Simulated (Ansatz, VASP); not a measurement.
Two plane-wave programs on Cd

```xyz
1
Lattice="1.6591 0.9579 2.4146 -1.6591 0.9579 2.4146 0.0000 -1.9157 2.4146" Properties=species:S:1:pos:R:3 pbc="T T T"
Cd    0.0000    0.0000    3.6219
```

Alike in both runs: functional PBE; k mesh 21 × 21 × 21; occupations gaussian, width 0.1 eV; no spin polarisation.

Ansatz relaxed the structure, and its values are those at the end. VASP's run is a single point on that final structure, the one shown.

|  | VASP | Ansatz |
| --- | --- | --- |
| version | VASP 6.6.1 | Ansatz 0.2.0 |
| potentials or method | VASP PAW PBE potentials, release 64 (Cd), cutoff 520 eV | scalar-relativistic, plane waves, PAW |
| valence electrons in the cell | 12 | 20 |

VASP gave:

```
gap on the k mesh at the Fermi level (eV) : none
pressure (GPa)                            : 0.3
```

Q: Estimate Ansatz's values.

A: gap on the k mesh at the Fermi level (eV): none; pressure (GPa): 0.0.

A gap of «none» marks a metal or a gap that the smearing closes. With one functional, cell and mesh, what is left measures potentials, basis and numerics. VASP's potentials hold 12 valence electrons a cell and Ansatz's 20, so a difference there can come from the potentials and not from the codes.
